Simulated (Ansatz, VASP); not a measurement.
Rh: VASP beside Ansatz

Contents of POSCAR:

```
Rh
1.0
    2.7271663779      0.0000000000      0.0000000000
   -1.3635831889      2.3617953636      0.0000000000
    0.0000000000      0.0000000000      8.9138474877
Rh
4
Direct
    0.6666666667      0.3333333333      0.7500000000
    0.0000000000      0.0000000000      0.5000000000
    0.3333333333      0.6666666667      0.2500000000
    0.0000000000      0.0000000000      0.0000000000
```

File INCAR.step1:

```
SYSTEM = Rh
PREC = Accurate
ENCUT = 580
ISMEAR = -1
SIGMA = 0.05
LREAL = .FALSE.
LASPH = .TRUE.
NELM = 120
NBANDS = 42
GGA = PE
ALGO = Normal
EDIFF = 1E-5
LWAVE = .TRUE.
LCHARG = .FALSE.
GGA_COMPAT = .FALSE.
```

The input INCAR.step2:

```
SYSTEM = Rh
PREC = Accurate
ENCUT = 580
EDIFF = 1E-6
ISMEAR = -1
SIGMA = 0.05
LREAL = .FALSE.
LASPH = .TRUE.
NELM = 120
ALGO = Normal
ISIF = 2
LWAVE = .FALSE.
LCHARG = .FALSE.
METAGGA = R2SCAN
LMIXTAU = .TRUE.
NBANDS = 42
ISTART = 1
GGA_COMPAT = .FALSE.
```

KPOINTS

```
Automatic mesh
0
G
  11 11 3
  0 0 0
```

The input input.yaml:

```yaml
crystal:
  lattice:
    - [2.7271663779, 0.0, 0.0]
    - [-1.3635831889, 2.3617953636, 0.0]
    - [0.0, 0.0, 8.9138474877]
  atoms:
    - { symbol: Rh, position: [0.6666666667, 0.3333333333, 0.75] }
    - { symbol: Rh, position: [0.0, 0.0, 0.5] }
    - { symbol: Rh, position: [0.3333333333, 0.6666666667, 0.25] }
    - { symbol: Rh, position: [0.0, 0.0, 0.0] }
hamiltonian:
  xc: r2scan
  pseudopotentials: { kind: paw }
kpoints:
  mp_grid: { grid: [11, 11, 3] }
scf:
  occupations: { method: fermi_dirac, width: 0.05 }
output:
  forces: true
  stress: true
  eigenvalues: true
```

Alike in both runs: task single point; functional r2SCAN; k mesh 11 × 11 × 3; occupations fermi-dirac, width 0.05 eV; no spin polarisation.

|  | VASP | Ansatz |
| --- | --- | --- |
| version | VASP 6.6.1 | Ansatz 0.2.0 |
| potentials or method | VASP PAW PBE potentials, release 64 (Rh_sv_GW) | Ansatz PAW |
| plane-wave cutoff (eV) | 580 | 500 |
| valence electrons in the cell | 68 | 68 |

|  | VASP | Ansatz | Ansatz less VASP |
| --- | --- | --- | --- |
| gap on the k mesh at the Fermi level (eV) | none | none | - |
| pressure (GPa) | -12.3 | -10.9 | +1.43 |
| traceless stress, the component that is largest in VASP (GPa) | -0.95 | -0.93 | +0.012 |

VASP's potentials were made for PBE, not for r2SCAN. A gap of «none» marks a metal or a gap that the smearing closes.
